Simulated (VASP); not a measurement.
A run of VASP 6.6.1 is set up as follows.

File INCAR:

```
SYSTEM = Li
PREC     = Accurate       ! precision mode
ENCUT    = 520            ! plane-wave cutoff, eV
EDIFF    = 1E-6           ! SCF threshold, eV
ISMEAR   = -1             ! smearing method
SIGMA    = 0.08           ! smearing width, eV
LREAL    = .False.        ! projectors in reciprocal space
LASPH    = .True.         ! aspherical terms in the spheres
NELM     = 100            ! most SCF steps
ALGO     = Normal         ! electronic algorithm
ISIF     = 2              ! what is computed and relaxed
LWAVE    = .False.        ! write WAVECAR
LCHARG   = .False.        ! write CHGCAR
GGA      = PE             ! functional
NBANDS   = 10             ! bands
```

File KPOINTS:

```
Automatic mesh
0
Gamma
  15 15 8
  0 0 0
```

File POSCAR:

```
Li
1.0
    3.1720176844      0.0000000000      0.0000000000
   -1.5860088422      2.7470478959      0.0000000000
    0.0000000000      0.0000000000      5.1928881046
Li
2
Direct
    0.3333333333      0.6666666667      0.2500000000
    0.6666666667      0.3333333333      0.7500000000
```

Potentials or basis: VASP PAW PBE potentials, release 64 (Li_sv).

The run is started by

```bash
$ cat potpaw_PBE.64/Li_sv/POTCAR > POTCAR
$ mpirun -np 1 vasp_std > vasp.out
```

(1) What does it give for the band gap on the k mesh?

## Answers

(1) zero (band 3 reaches 2.38 eV, above the bottom of band 4 at -2.02 eV).
